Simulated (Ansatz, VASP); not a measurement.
**ZrB: VASP beside Ansatz**

```
Zr B
1.0
     0.00000    2.45212    2.45212
     2.45212    0.00000    2.45212
     2.45212    2.45212    0.00000
Zr B
1 1
Direct
  0.50000 0.50000 0.50000
  0.00000 0.00000 0.00000
```

Alike in both runs: task single point; functional LDA; k mesh 12 × 12 × 12; occupations gaussian, width 0.05 eV; no spin polarisation.

```csv
,VASP,Ansatz
version,VASP 6.6.1,Ansatz 0.2.0
potentials or method,"VASP PAW LDA potentials, release 64 (Zr_sv, B), cutoff 520 eV","scalar-relativistic, plane waves, PAW"
valence electrons in the cell,15,15
```

VASP gave:

| Property | Result |
| --- | --- |
| gap on the k mesh at the Fermi level (eV) | none |
| pressure (GPa) | -7.0 |

Q: Which values does Ansatz return?

A: gap on the k mesh at the Fermi level (eV): none; pressure (GPa): -7.3.

LDA's correlation is that of Perdew and Zunger in VASP and of Perdew and Wang (1992) in Ansatz. A gap of «none» marks a metal or a gap that the smearing closes.
